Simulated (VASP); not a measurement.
Write the native input for VASP 6.6.1 that does the following.

| Property | Result |
| --- | --- |
| Task | single point |
| Functional | r2SCAN |
| Potentials or basis | VASP PAW PBE potentials, release 64 (Te, Sn_d) |
| Cutoff | 520 eV |
| k mesh | 7 × 7 × 7 |
| Occupations | fermi-dirac, width 0.05 eV |
| Spin | no spin polarisation |
| Dipole correction | no |
| Further INCAR settings | ALGO = Normal; EDIFF = 1e-06; NBANDS = 17 |

SnTe:

```
Te Sn
1.0
     0.00000    3.16007    3.16007
     3.16007    0.00000    3.16007
     3.16007    3.16007    0.00000
Te Sn
1 1
Direct
  0.25000 0.25000 0.25000
  0.00000 0.00000 0.00000
```

The input as run:

POSCAR

```
SnTe
1.0
    0.0000000000      3.1600731689      3.1600731689
    3.1600731689      0.0000000000      3.1600731689
    3.1600731689      3.1600731689      0.0000000000
Te Sn
1 1
Direct
    0.2500000000      0.2500000000      0.2500000000
    0.0000000000      0.0000000000      0.0000000000
```

INCAR.step1

```
SYSTEM = SnTe
PREC = Accurate
ENCUT = 520
ISMEAR = -1
SIGMA = 0.05
LREAL = .FALSE.
LASPH = .TRUE.
NELM = 80
NBANDS = 17
GGA = PE
ALGO = Normal
EDIFF = 1E-4
LWAVE = .TRUE.
LCHARG = .FALSE.
```

INCAR.step2

```
SYSTEM = SnTe
PREC = Accurate
ENCUT = 520
EDIFF = 1E-6
ISMEAR = -1
SIGMA = 0.05
LREAL = .FALSE.
LASPH = .TRUE.
NELM = 80
ALGO = Normal
ISIF = 2
LWAVE = .FALSE.
LCHARG = .FALSE.
METAGGA = R2SCAN
LMIXTAU = .TRUE.
NBANDS = 17
ISTART = 1
```

KPOINTS

```
regular mesh
0
G
  7 7 7
  0 0 0
```

Potentials or basis: VASP PAW PBE potentials, release 64 (Te, Sn_d).

Command:

```console
$ cat potpaw_PBE.64/Te/POTCAR potpaw_PBE.64/Sn_d/POTCAR > POTCAR
$ cp INCAR.step1 INCAR
$ mpirun -np 1 vasp_std > vasp.out
$ cp INCAR.step2 INCAR
$ mpirun -np 1 vasp_std > vasp.out
```

Results of the run:

```yaml
Pressure: 20.0 GPa
Band_gap_on_the_k_mesh: zero (bands 10 and 11 overlap by 0.78 eV)
```

Caveat: the cell stands under pressure; semilocal functionals underestimate gaps, and a narrow one can read as zero; the PAW data sets were made with another functional, which shifts forces and pressure a little; spin-orbit coupling is left out, which moves the levels of the heavy elements.

It took 59 s on 1 thread of AMD EPYC 9R45 96-Core Processor (Zen 5), with other jobs on the host, peak memory 0.19 GiB.
